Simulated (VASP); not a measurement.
The system is LuH2.

```
Lu H
1.0
     0.00000    2.51650    2.51650
     2.51650    0.00000    2.51650
     2.51650    2.51650    0.00000
Lu H
1 2
Cartesian
  0.0000 0.0000 0.0000
  1.2583 1.2583 1.2583
  3.7748 3.7748 3.7748
```

| Item | Value |
| --- | --- |
| Program | VASP 6.6.1 |
| Task | relaxation of cell and atoms |
| Functional | PBEsol |
| Potentials or basis | VASP PAW PBE potentials, release 64 (Lu, H) |
| Cutoff | 600 eV |
| k mesh | 14 × 14 × 14 |
| Occupations | gaussian, width 0.1 eV |
| Spin | no spin polarisation |

At the start: pressure -3.7 GPa; volume 10.62 Å³/atom.

Problem. Where does the relaxation end?

Solution. Over 4 steps the energy falls by 5.0 meV/atom and the volume is 10.20 Å³/atom (-4.0 %); space group Fm-3m (No. 225, to 0.05 Å).

The path:
| step | energy change (eV) | largest force (eV/Å) | pressure (GPa) | volume (Å³) |
| --- | --- | --- | --- | --- |
| 1 | 0.0000 | 0.0000 | -3.67 | 31.87 |
| 2 | -0.0146 | 0.0000 | -0.44 | 30.76 |
| 3 | -0.0149 | 0.0000 | -0.09 | 30.63 |
| 4 | -0.0149 | 0.0000 | 0.04 | 30.60 |

Final structure:
```
CELL_PARAMETERS angstrom
0.00000 2.48258 2.48258
2.48258 0.00000 2.48258
2.48258 2.48258 0.00000
ATOMIC_POSITIONS crystal
Lu 0.00000 0.00000 0.00000
H 0.25000 0.25000 0.25000
H 0.75000 0.75000 0.75000
```

Caveat: the PAW data sets were made with another functional, which shifts forces and pressure a little.
